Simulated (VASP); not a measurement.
A run of VASP 6.6.1 is set up as follows.

The input INCAR:

```
SYSTEM = WS2
  PREC = Accurate
  ENCUT = 600
  EDIFF = 1E-7
  ISMEAR = 0
  SIGMA = 0.01
  LREAL = .False.
  LASPH = .True.
  NELM = 60
  ALGO = Normal
  ISIF = 3
  LWAVE = .False.
  LCHARG = .False.
  GGA = PE
  IVDW = 12
  IBRION = 2
  NSW = 70
  EDIFFG = -0.008
  PSTRESS = 400.0
```

Contents of KPOINTS:

```
Automatic mesh
0
Gamma
  12 12 4
  0 0 0
```

The input POSCAR:

```
WS2
1.0
    2.9456603913      0.0000000000      0.0000000000
   -1.4728301957      2.5510167298      0.0000000000
    0.0000000000      0.0000000000     10.7216227913
W S
2 4
Direct
    0.3333333333      0.6666666667      0.7500000000
    0.6666666667      0.3333333333      0.2500000000
    0.3333333333      0.6666666667      0.1059055599
    0.6666666667      0.3333333333      0.6059055599
    0.3333333333      0.6666666667      0.3940944401
    0.6666666667      0.3333333333      0.8940944401
```

Potentials or basis: VASP PAW PBE potentials, release 64 (W_sv, S).

Run with:

```bash
$ cat potpaw_PBE.64/W_sv/POTCAR potpaw_PBE.64/S/POTCAR > POTCAR
$ mpirun -np 1 vasp_std > vasp.out
```

Problem. What does it give for the relaxed cell?

Solution. a = 2.937 Å, b = 2.937 Å, c = 10.647 Å, α = 90.00°, β = 90.00°, γ = 120.00°.

Problem. Predict the dispersion energy per atom.

Solution. -0.583 eV.

Forces on the atoms (eV/Å):
```
W    0.000  0.000  0.000
W    0.000  0.000  0.000
S    0.000  0.000 -0.004
S    0.000  0.000 -0.004
S    0.000  0.000  0.004
S    0.000  0.000  0.004
```

Caveat: the cell is relaxed towards a set pressure, so the enthalpy falls and the energy may rise.
